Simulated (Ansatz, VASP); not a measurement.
**As: VASP beside Ansatz**

INCAR

```
PREC = Accurate
ENCUT = 400
EDIFF = 1E-6
ISMEAR = 0
SIGMA = 0.02
LREAL = F
LASPH = T
NELM = 120
ALGO = Normal
ISIF = 2
LWAVE = F
LCHARG = T
LDIPOL = T
IDIPOL = 3
DIPOL = 0.5 0.5 0.500
GGA = PE
IVDW = 12
LELF = T
LVHAR = T
LVACPOTAV = T
NBANDS = 22
GGA_COMPAT = F
NELMDL = -8
```

KPOINTS

```
Automatic mesh
0
Gamma
  9 9 1
```

POSCAR

```
As
1.0
    3.4060000000      0.0000000000      0.0000000000
   -1.7030000000      2.9496825253      0.0000000000
    0.0000000000      0.0000000000     28.5742413766
As
2
Direct
    0.3333333333      0.6666666667      0.4895185319
    0.6666666667      0.3333333333      0.5104814681
```

Input for Ansatz:

```yaml
crystal:
  lattice:
    - [3.406, 0.0, 0.0]
    - [-1.703, 2.9496825253, 0.0]
    - [0.0, 0.0, 28.5742413766]
  atoms:
    - { symbol: As, position: [0.3333333333, 0.6666666667, 0.4895185319] }
    - { symbol: As, position: [0.6666666667, 0.3333333333, 0.5104814681] }
  periodic: [true, true, false]
basis:
  ecutwfc: 420
kpoints:
  mp_grid: { grid: [9, 9, 1] }
hamiltonian:
  xc: pbe
  dispersion: d3bj
scf:
  occupations: { method: gaussian, width: 0.02 }
output:
  forces: true
  stress: true
  eigenvalues: true
```

Alike in both runs: task single point; functional PBE; dispersion D3(BJ); k mesh 9 × 9 × 1; occupations gaussian, width 0.02 eV; no spin polarisation.

```csv
,VASP,Ansatz
version,VASP 6.6.1,Ansatz 0.2.0
potentials or method,"VASP PAW PBE potentials, release 64 (As_d), cutoff 400 eV","scalar-relativistic, plane waves, PAW"
valence electrons in the cell,30,30
```

|  | VASP | Ansatz | Ansatz less VASP |
| --- | --- | --- | --- |
| rms of the force components (eV/Å) | 4.615 | 4.635 | +0.0206 |
| work function, face that differs most (eV) | 3.77 | 3.76 | -0.005 |

Atom by atom the forces differ by 0.021 eV/Å (rms over components).
